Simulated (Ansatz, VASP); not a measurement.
# Zn2Sb: VASP beside Ansatz

INCAR

```
ALGO = Fast ; EDIFF = 1E-6
EDIFFG = -0.01 ; ENCUT = 600
GGA = PE ; IBRION = 2
ISIF = 3 ; ISMEAR = 0
LASPH = T ; LCHARG = F
LREAL = F ; LWAVE = F
NELM = 60 ; NSW = 100
PREC = Accurate ; SIGMA = 0.1
```

File KPOINTS:

```
k-points
0
Gamma
  8 8 8
```

Contents of POSCAR:

```
Zn2Sb
1.0
    0.0000000000      3.8372604153      3.8372604153
    3.8372604153      0.0000000000      3.8372604153
    3.8372604153      3.8372604153      0.0000000000
Zn Sb
4 2
Direct
    0.6250000000      0.6250000000      0.6250000000
    0.1250000000      0.6250000000      0.6250000000
    0.6250000000      0.6250000000      0.1250000000
    0.6250000000      0.1250000000      0.6250000000
    0.0000000000      0.0000000000      0.0000000000
    0.2500000000      0.2500000000      0.2500000000
```

Input for Ansatz:

```yaml
crystal:
  lattice:
    - [0.0, 3.8372604153, 3.8372604153]
    - [3.8372604153, 0.0, 3.8372604153]
    - [3.8372604153, 3.8372604153, 0.0]
  atoms:
    - { symbol: Zn, position: [0.625, 0.625, 0.625] }
    - { symbol: Zn, position: [0.125, 0.625, 0.625] }
    - { symbol: Zn, position: [0.625, 0.625, 0.125] }
    - { symbol: Zn, position: [0.625, 0.125, 0.625] }
    - { symbol: Sb, position: [0.0, 0.0, 0.0] }
    - { symbol: Sb, position: [0.25, 0.25, 0.25] }
basis:
  ecutwfc: 420
kpoints:
  mp_grid: { grid: [8, 8, 8] }
hamiltonian:
  xc: pbe
scf:
  occupations: { method: gaussian, width: 0.1 }
output:
  forces: true
  stress: true
  eigenvalues: true
relax:
  adjacent_minimum: "off"
  f_tol: 0.01
  max_steps: 80
  cell: { stress_tol: 0.05 }
```

Alike in both runs: task relaxation of cell and atoms; functional PBE; k mesh 8 × 8 × 8; occupations gaussian, width 0.1 eV; no spin polarisation.

|  | VASP | Ansatz |
| --- | --- | --- |
| version | VASP 6.6.1 | Ansatz 0.2.0 |
| potentials or method | VASP PAW PBE potentials, release 64 (Zn, Sb), cutoff 600 eV | scalar-relativistic, plane waves, PAW |
| valence electrons in the cell | 58 | 78 |

|  | VASP | Ansatz | Ansatz less VASP |
| --- | --- | --- | --- |
| gap on the k mesh at the Fermi level, each at its own relaxed structure (eV) | none | none | - |
| relaxed volume (Å³/atom) | 19.57 | 19.59 | +0.011 |
| relaxed cell length with the largest relative difference (Å) | 5.497 | 5.498 | +0.0011 |

A gap of «none» marks a metal or a gap that the smearing closes. VASP's potentials hold 58 valence electrons a cell and Ansatz's 78, so a difference there can come from the potentials and not from the codes.

Neither program's run includes spin-orbit coupling.
